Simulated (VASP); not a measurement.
# Bi in VASP: a series of runs

Runs on Bi. Level: LDA. Tasks: single point.

Everything below comes from runs of VASP 6.6.1. Logs are shortened: lines on timing, memory, paths and dates and some standing lists are left out, and cuts for length are marked.

### Step 1. The cell of the first run

The cell holds a slab with vacuum, 2 atoms: a = 4.284 Å, b = 4.284 Å, c = 28.000 Å, α = 90.00°, β = 90.00°, γ = 120.00°.

### Step 2. Single point, LDA

INCAR reads:

```
  ALGO = Normal
  DIPOL = 0.5 0.5 0.500
  EDIFF = 1E-7
  ENCUT = 520
  IDIPOL = 3
  ISIF = 2
  ISMEAR = 0
  LASPH = True
  LCHARG = False
  LDIPOL = True
  LREAL = False
  LWAVE = False
  NBANDS = 22
  NELM = 60
  PREC = Accurate
  SIGMA = 0.02
```

KPOINTS reads:

```
k-points
0
Gamma
  9 9 1
```

POSCAR reads:

```
Bi
1.0
    4.2840000000      0.0000000000      0.0000000000
   -2.1420000000      3.7100528298      0.0000000000
    0.0000000000      0.0000000000     28.0000000000
Bi
2
Direct
    0.3333333333      0.6666666667      0.5131250000
    0.6666666667      0.3333333333      0.4868750000
```

Potentials or basis: VASP PAW LDA potentials, release 64 (Bi_d).

Command:

```sh
> cat potpaw_LDA.64/Bi_d/POTCAR > POTCAR
> mpirun -np 1 vasp_std > vasp.out
```

OUTCAR:

```text
EDIFF = 1E-7
   ENCUT = 520
   ISIF = 2
   ISMEAR = 0
   LASPH = True
   LREAL = False
   NELM = 60
   PREC = Accurate

 ion  position               nearest neighbor table
   1  0.333  0.667  0.513-   2 2.58   2 2.58   2 2.58
   2  0.667  0.333  0.487-   1 2.58   1 2.58   1 2.58

  LATTYP: Found a hexagonal cell.
 ALAT       =     4.2840000000
 C/A-ratio  =     6.5359477124

  Lattice vectors:

 A1 = (   4.2840000000,   0.0000000000,   0.0000000000)
 A2 = (  -2.1420000000,   3.7100528298,   0.0000000000)
 A3 = (   0.0000000000,   0.0000000000,  28.0000000000)

Analysis of symmetry for initial positions (statically):
=====================================================================
 Subroutine PRICEL returns:
 Original cell was already a primitive cell.

 Routine SETGRP: Setting up the symmetry group for a
 hexagonal supercell.

 Subroutine GETGRP returns: Found 12 space group operations
 (whereof 12 operations were pure point group operations)
 out of a pool of 24 trial point group operations.

The static configuration has the point symmetry D_3d.

Analysis of symmetry for dynamics (positions and initial velocities):
=====================================================================
 Subroutine PRICEL returns:
 Original cell was already a primitive cell.

 Routine SETGRP: Setting up the symmetry group for a
 hexagonal supercell.

 Subroutine GETGRP returns: Found 12 space group operations
 (whereof 12 operations were pure point group operations)
 out of a pool of 24 trial point group operations.

The dynamic configuration has the point symmetry D_3d.

 Subroutine INISYM returns: Found 12 space group operations
 (whereof 12 operations are pure point group operations),
 and found     1 'primitive' translations

----------------------------------------------------------------------------------------

                                     Primitive cell

  volume of cell :     445.0283

  direct lattice vectors                    reciprocal lattice vectors
     4.284000000  0.000000000  0.000000000     0.233426704  0.134768970  0.000000000
    -2.142000000  3.710052830  0.000000000     0.000000000  0.269537941  0.000000000
     0.000000000  0.000000000 28.000000000     0.000000000  0.000000000  0.035714286

  length of vectors
     4.284000000  4.284000000 28.000000000     0.269537941  0.269537941  0.035714286

  position of ions in fractional coordinates (direct lattice)
     0.333333333  0.666666667  0.513125000
     0.666666667  0.333333333  0.486875000

  ion indices of the primitive-cell ions
   primitive index   ion index
                 1           1
                 2           2

----------------------------------------------------------------------------------------

 KPOINTS: k-points

Automatic generation of k-mesh.
 Grid dimensions read from file:
 generate k-points for:    9    9    1

 Generating k-lattice:

  Cartesian coordinates                     Fractional coordinates (reciprocal lattice)
     0.025936300  0.014974330  0.000000000     0.111111111  0.000000000  0.000000000
     0.000000000  0.029948660  0.000000000     0.000000000  0.111111111  0.000000000
     0.000000000  0.000000000  0.035714286     0.000000000  0.000000000  1.000000000

  Length of vectors
     0.029948660  0.029948660  0.035714286

  Shift w.r.t. Gamma in fractional coordinates (k-lattice)
     0.000000000  0.000000000  0.000000000

 Subroutine IBZKPT returns following result:
 ===========================================

 Found     12 irreducible k-points:

 Following reciprocal coordinates:
            Coordinates               Weight
  0.000000  0.000000  0.000000      1.000000
  0.111111 -0.000000  0.000000      6.000000
  0.222222 -0.000000  0.000000      6.000000
  0.333333  0.000000  0.000000      6.000000
  0.444444 -0.000000  0.000000      6.000000
  0.111111  0.111111  0.000000      6.000000
  0.222222  0.111111  0.000000     12.000000
  0.333333  0.111111  0.000000     12.000000
  0.444444  0.111111  0.000000      6.000000
  0.222222  0.222222  0.000000      6.000000
  0.333333  0.222222  0.000000     12.000000
  0.333333  0.333333  0.000000      2.000000
   k-points           NKPTS =     12   k-points in BZ     NKDIM =     12   number of bands    NBANDS=     22
   number of dos      NEDOS =    301   number of ions     NIONS =      2
   total plane-waves  NPLWV = 215040
   dimension x,y,z NGX =    32 NGY =   32 NGZ =  210
   dimension x,y,z NGXF=    64 NGYF=   64 NGZF=  420
   ions per type =               2
   NGX,Y,Z   is equivalent  to a cutoff of  12.42, 12.42, 12.47 a.u.
   NGXF,Y,Z  is equivalent  to a cutoff of  24.84, 24.84, 24.94 a.u.
 SYSTEM =  unknown system
   PREC   = accura    normal or accurate (medium, high low for compatibility)
   ISTART =      0    job   : 0-new  1-cont  2-samecut
   ICHARG =      2    charge: 1-file 2-atom 10-const
   ISPIN  =      1    spin polarized calculation?
   LNONCOLLINEAR =      F non collinear calculations
   LSORBIT =      F    spin-orbit coupling
   LASPH  =      T    aspherical Exc in radial PAW
   ENCUT  =  520.0 eV  38.22 Ry    6.18 a.u.   7.97  7.97 52.06*2*pi/ulx,y,z
   NELM   =     60;   NELMIN=  2; NELMDL= -5     # of ELM steps
   EDIFF  = 0.1E-06   stopping-criterion for ELM
   LREAL  =      F    real-space projection
   EDIFFG = 0.1E-05   stopping-criterion for IOM
   NSW    =      0    number of steps for IOM
   IBRION =     -1    ionic relax: 0-MD 1-quasi-New 2-CG
   NFREE  =      0    steps in history (QN), initial steepest desc. (CG)
   ISIF   =      2    stress and relaxation
   ISYM   =      2    0-nonsym 1-usesym 2-fastsym
   POTIM  = 0.5000    time-step for ionic-motion
   TEBEG  =    0.0;   TEEND  =   0.0 temperature during run
   PSTRESS=    0.0 pullay stress
   NELECT =      30.0000    total number of electrons
   NUPDOWN=      -1.0000    fix difference up-down
   EMIN   =  10.00;   EMAX   =-10.00  energy-range for DOS
   EFERMI =   0.00;   METHOD = LEGACY
   ISMEAR =     0;   SIGMA  =   0.02  broadening in eV -4-tet -1-fermi 0-gaus
   EFERMI_NEDOS =   21; number of points for ismear=-14 and -15
   IALGO  =     38    algorithm
   IMIX   =      4    mixing-type and parameters
     AMIX     =   0.40;   BMIX     =  1.00
     AMIX_MAG =   1.60;   BMIX_MAG =  1.00
  volume/ion in A,a.u.               =     222.51      1501.60
  Fermi-wavevector in a.u.,A,eV,Ry     =   0.666274  1.259075  6.039908  0.443921
  Thomas-Fermi vector in A             =   1.740525
   LORBIT       =      0    0 simple, 1 ext, 2 COOP (PROOUT), +10 PAW based schemes
   GGA     = CA    functional components
   LHFCALC =     F    Hartree Fock is set to
   AEXX    =    0.0000 exact exchange contribution
   IVDW    =     0    specifies the selected vdW correction
   LEPSILON=     F    determine dielectric tensor
   LRPA    =     F    only Hartree local field effects (RPA)
 non-spin polarized calculation
 Gauss-broadening in eV      SIGMA  =   0.02
  energy-cutoff  :      520.00
  volume of cell :      445.03
 maximum number of plane-waves:     12042
 NGX is ok and might be reduce to    32
   NGX = 15   NGY = 15   NGZ =105

 number of electron      29.9999996 magnetization

 dipolmoment           0.000000      0.000000     -0.000000 electrons x Angstroem

 Free energy of the ion-electron system (eV)
  ---------------------------------------------------
  ext. energy  EPLUGINS =         0.00000000
  ---------------------------------------------------
  free energy    TOTEN  =        -5.50115572 eV

  energy without entropy =       -5.49948404  energy(sigma->0) =       -5.50031988

 E-fermi :  -2.3450     XC(G=0):  -1.8595

 val. band max:       -2.3449950327   @ k =   0.2222   0.1111   0.0000
 cond. band min:      -2.1084125607   @ k =   0.3333   0.0000   0.0000
 fundamental gap:      0.2365824720
 Fermi energy:        -2.3449950235

 k-point     1 :       0.0000    0.0000    0.0000
  band No.  band energies     occupation
      1     -26.4470      2.00000
      2     -26.4470      2.00000
      3     -26.1255      2.00000
      4     -26.1255      2.00000
      5     -25.8941      2.00000
      6     -25.5753      2.00000
[... 14 lines left out ...]
     21       1.8218      0.00000
     22       2.1204      0.00000

 k-point     2 :       0.1111   -0.0000    0.0000
  band No.  band energies     occupation
      1     -26.4742      2.00000
      2     -26.4624      2.00000
      3     -26.0941      2.00000
      4     -26.0859      2.00000
      5     -25.9248      2.00000
      6     -25.5810      2.00000
[... 14 lines left out ...]
     21       1.9232      0.00000
     22       2.2521      0.00000

 k-point     3 :       0.2222   -0.0000    0.0000
  band No.  band energies     occupation
      1     -26.5245      2.00000
      2     -26.4860      2.00000
      3     -26.0433      2.00000
      4     -26.0056      2.00000
      5     -25.9898      2.00000
      6     -25.5986      2.00000
[... 14 lines left out ...]
     21       2.2694      0.00000
     22       2.6399      0.00000

 k-point     4 :       0.3333    0.0000    0.0000
  band No.  band energies     occupation
      1     -26.5652      2.00000
      2     -26.4928      2.00000
      3     -26.1111      2.00000
      4     -25.9635      2.00000
      5     -25.9340      2.00000
      6     -25.6025      2.00000
[... 14 lines left out ...]
     21       2.9551      0.00000
     22       3.2432      0.00000

 k-point     5 :       0.4444   -0.0000    0.0000
  band No.  band energies     occupation
      1     -26.5865      2.00000
      2     -26.4849      2.00000
      3     -26.1791      2.00000
      4     -25.9402      2.00000
      5     -25.8964      2.00000
      6     -25.5917      2.00000
[... 117 lines left out ...]
 k-point    10 :       0.2222    0.2222    0.0000
  band No.  band energies     occupation
      1     -26.6425      2.00000
      2     -26.4117      2.00000
      3     -26.1464      2.00000
      4     -25.9256      2.00000
      5     -25.8789      2.00000
      6     -25.7214      2.00000
[... 14 lines left out ...]
     21       3.3244      0.00000
     22       3.7392      0.00000

 k-point    11 :       0.3333    0.2222    0.0000
  band No.  band energies     occupation
      1     -26.6799      2.00000
      2     -26.3544      2.00000
      3     -26.2088      2.00000
      4     -25.8865      2.00000
      5     -25.8506      2.00000
      6     -25.7407      2.00000
[... 14 lines left out ...]
     21       3.9030      0.00000
     22       4.2533      0.00000

 k-point    12 :       0.3333    0.3333    0.0000
  band No.  band energies     occupation
      1     -26.7026      2.00000
      2     -26.2723      2.00000
      3     -26.2723      2.00000
      4     -25.8343      2.00000
      5     -25.8170      2.00000
      6     -25.8170      2.00000
[... 14 lines left out ...]
     21       3.3027      0.00000
     22       4.4961      0.00000

------------------------ aborting loop because EDIFF is reached ----------------------------------------

 vacuum level on the upper side and lower side of the slab       (xc-potential included)        -0.006        -0.006

  FORCE on cell =-STRESS in cart. coord.  units (eV):
  Direction    XX          YY          ZZ          XY          YZ          ZX
  --------------------------------------------------------------------------------------
  -------------------------------------------------------------------------------------
  Total       16.1858483     16.1858483      3.1062066      0.0000000      0.0000000      0.0000000
  in kB       58.2718036     58.2718036     11.1828714      0.0000000      0.0000000      0.0000000
  external PRESSURE =      42.5754929 kB  Pullay stress =       0.0000000 kB

 VOLUME and BASIS-vectors are now :
 -----------------------------------------------------------------------------
  energy-cutoff  :      520.00
  volume of cell :      445.03
      direct lattice vectors                 reciprocal lattice vectors
     4.284000000  0.000000000  0.000000000     0.233426704  0.134768970  0.000000000
    -2.142000000  3.710052830  0.000000000     0.000000000  0.269537941  0.000000000
     0.000000000  0.000000000 28.000000000     0.000000000  0.000000000  0.035714286

 POSITION                                       TOTAL-FORCE (eV/Angst)
 -----------------------------------------------------------------------------------
     -0.00000      2.47337     14.36750         0.000000     -0.000000      4.273692
      2.14200      1.23668     13.63250        -0.000000      0.000000     -4.273692
 -----------------------------------------------------------------------------------
    total drift:                                0.000000      0.000000     -0.000000

  FREE ENERGIE OF THE ION-ELECTRON SYSTEM (eV)
  ---------------------------------------------------
  free  energy   TOTEN  =        -5.5011557226 eV

  energy  without entropy=       -5.4994840443  energy(sigma->0) =       -5.50031988

 vacuum level on the upper side and lower side of the slab         1.671         1.671
```

Run time: 1.9 min. Hardware: 1 thread of AMD EPYC 7R43 (Zen 3), shared host; peak memory 0.36 GiB.

What came out:

* Free energy: -5.5012 eV
* Largest force: 4.274 eV/Å
* Band gap on the k mesh: zero (band 15 reaches -2.35 eV, above the bottom of band 16 at -2.65 eV)

Forces on the atoms (eV/Å):
```
Bi   0.000  0.000  4.274
Bi   0.000  0.000 -4.274
```

Caveat: spin-orbit coupling is left out, which moves the levels of the heavy elements.

### Step 3. Single point, LDA

INCAR reads:

```
SYSTEM = Bi
  PREC = Accurate
  ENCUT = 520
  EDIFF = 1E-6
  ISMEAR = 0
  SIGMA = 0.02
  LREAL = .False.
  LASPH = .True.
  NELM = 60
  ALGO = Normal
  ISIF = 2
  LWAVE = .False.
  LCHARG = .False.
  LDIPOL = .True.
  IDIPOL = 3
  DIPOL = 0.5 0.5 0.500
  NBANDS = 22
```

KPOINTS reads:

```
regular mesh
0
Gamma
  9 9 1
  0 0 0
```

POSCAR reads:

```
Bi
1.0
    4.2840000000      0.0000000000      0.0000000000
   -2.1420000000      3.7100528298      0.0000000000
    0.0000000000      0.0000000000     28.0000000000
Bi
2
Direct
    0.3333333333      0.6666666667      0.5262500000
    0.6666666667      0.3333333333      0.4737500000
```

Potentials or basis: VASP PAW LDA potentials, release 64 (Bi_d).

Command:

```sh
> cat potpaw_LDA.64/Bi_d/POTCAR > POTCAR
> mpirun -np 1 vasp_std > vasp.out
```

OUTCAR:

```text
SYSTEM = Bi
   PREC = Accurate
   ENCUT = 520
   EDIFF = 1E-6
   ISMEAR = 0
   LREAL = .False.
   LASPH = .True.
   NELM = 60
   ISIF = 2

 ion  position               nearest neighbor table
   1  0.333  0.667  0.526-   2 2.88   2 2.88   2 2.88
   2  0.667  0.333  0.474-   1 2.88   1 2.88   1 2.88

  LATTYP: Found a hexagonal cell.
 ALAT       =     4.2840000000
 C/A-ratio  =     6.5359477124

  Lattice vectors:

 A1 = (   4.2840000000,   0.0000000000,   0.0000000000)
 A2 = (  -2.1420000000,   3.7100528298,   0.0000000000)
 A3 = (   0.0000000000,   0.0000000000,  28.0000000000)

Analysis of symmetry for initial positions (statically):
=====================================================================
 Subroutine PRICEL returns:
 Original cell was already a primitive cell.

 Routine SETGRP: Setting up the symmetry group for a
 hexagonal supercell.

 Subroutine GETGRP returns: Found 12 space group operations
 (whereof 12 operations were pure point group operations)
 out of a pool of 24 trial point group operations.

The static configuration has the point symmetry D_3d.

[... 149 lines left out ...]

 E-fermi :  -3.0906     XC(G=0):  -2.0135

 val. band max:       -3.2482232254   @ k =   0.1111  -0.0000   0.0000
 cond. band min:      -2.8985695172   @ k =   0.0000   0.0000   0.0000
 fundamental gap:      0.3496537081
 Fermi energy:        -3.0906227874

 k-point     1 :       0.0000    0.0000    0.0000
  band No.  band energies     occupation
      1     -25.7786      2.00000
      2     -25.7786      2.00000
      3     -25.5753      2.00000
      4     -25.5753      2.00000
      5     -25.5000      2.00000
      6     -25.2658      2.00000
[... 289 lines left out ...]
     21       3.5557      0.00000
     22       4.4620      0.00000

------------------------ aborting loop because EDIFF is reached ----------------------------------------

 vacuum level on the upper side and lower side of the slab       (xc-potential included)        -0.006        -0.006

  FORCE on cell =-STRESS in cart. coord.  units (eV):
  Direction    XX          YY          ZZ          XY          YZ          ZX
  --------------------------------------------------------------------------------------
  -------------------------------------------------------------------------------------
  Total        1.3892046      1.3892046      2.8030237      0.0000000      0.0000000      0.0000000
  in kB        5.0013726      5.0013726     10.0913616      0.0000000      0.0000000      0.0000000
  external PRESSURE =       6.6980356 kB  Pullay stress =       0.0000000 kB

 VOLUME and BASIS-vectors are now :
 -----------------------------------------------------------------------------
  energy-cutoff  :      520.00
  volume of cell :      445.03
      direct lattice vectors                 reciprocal lattice vectors
     4.284000000  0.000000000  0.000000000     0.233426704  0.134768970  0.000000000
    -2.142000000  3.710052830  0.000000000     0.000000000  0.269537941  0.000000000
     0.000000000  0.000000000 28.000000000     0.000000000  0.000000000  0.035714286

 POSITION                                       TOTAL-FORCE (eV/Angst)
 -----------------------------------------------------------------------------------
     -0.00000      2.47337     14.73500        -0.000000      0.000000      1.928606
      2.14200      1.23668     13.26500         0.000000     -0.000000     -1.928606
 -----------------------------------------------------------------------------------
    total drift:                               -0.000000      0.000000     -0.000000

  FREE ENERGIE OF THE ION-ELECTRON SYSTEM (eV)
  ---------------------------------------------------
  free  energy   TOTEN  =        -8.3660721421 eV

  energy  without entropy=       -8.3660721421  energy(sigma->0) =       -8.36607214

 vacuum level on the upper side and lower side of the slab         1.685         1.685
```

stdout:

```text
POSCAR found type information on POSCAR Bi
 POSCAR found :  1 types and       2 ions
 scaLAPACK will be used
 LDA part: xc-table for (Slater(with rela. corr.)+CA(PZ))
 , standard interpolation
 POSCAR, INCAR and KPOINTS ok, starting setup
 FFT: planning ... GRIDC
 FFT: planning ... GRID_SOFT
 FFT: planning ... GRID
 WAVECAR not read
 entering main loop
```

Wall time 1.7 min (1 thread of AMD EPYC 7R43 (Zen 3), shared host); peak memory 0.36 GiB.

What came out:

```yaml
Free_energy: -8.3661 eV
Largest_force: 1.929 eV/Å
Band_gap_on_the_k_mesh: 0.35 eV, indirect (least direct gap 0.37 eV)
```

Forces in eV/Å, atoms in the order of the input:
```
Bi   0.000  0.000  1.929
Bi   0.000  0.000 -1.929
```

Levels at points of the mesh, in eV from the valence-band top:
| k point | band 13 | band 14 | band 15 | band 16 | band 17 | band 18 |
| --- | --- | --- | --- | --- | --- | --- |
| (0.00, 0.00, 0.00) | -0.23 | -0.23 | -0.02 | 0.35 | 2.87 | 2.87 |

Caveat: spin-orbit coupling is left out, which moves the levels of the heavy elements.

### Step 4. Single point, LDA

INCAR reads:

```
SYSTEM = Bi
PREC = Accurate ; ENCUT = 520
EDIFF = 1E-6 ; ISMEAR = 0
SIGMA = 0.02 ; LREAL = .False.
LASPH = .True. ; NELM = 100
ALGO = Normal ; ISIF = 2
LWAVE = .False. ; LCHARG = .False.
LDIPOL = .True. ; IDIPOL = 3
DIPOL = 0.5 0.5 0.500 ; GGA = CA
NBANDS = 22
```

KPOINTS is that of step 3.

POSCAR reads:

```
Bi
1.0
    4.2840000000      0.0000000000      0.0000000000
   -2.1420000000      3.7100528298      0.0000000000
    0.0000000000      0.0000000000     28.0000000000
Bi
2
Direct
    0.3333333333      0.6666666667      0.5393750000
    0.6666666667      0.3333333333      0.4606250000
```

Command:

```sh
> cat potpaw_LDA.64/Bi_d/POTCAR > POTCAR
> mpirun -np 1 vasp_std > vasp.out
```

Wall time 1.8 min (1 thread of AMD EPYC 7R43 (Zen 3), shared host); peak memory 0.36 GiB.

The run converged. Its results:

| Item | Value |
| --- | --- |
| Free energy | -7.7674 eV |
| Largest force | 2.286 eV/Å |
| Band gap on the k mesh | zero (band 15 reaches -1.90 eV, above the bottom of band 16 at -2.28 eV) |

Forces on the atoms (eV/Å):
```
Bi   0.000  0.000 -2.286
Bi   0.000  0.000  2.286
```

Levels at points of the mesh, in eV from the Fermi level:
```tsv
k point	band 12	band 13	band 14	band 15	band 16	band 17	band 18	band 19
(0.00, 0.00, 0.00)	-9.81	-2.04	0.30	0.30	0.45	1.94	1.94	3.29
```

Caveat: spin-orbit coupling is left out, which moves the levels of the heavy elements.
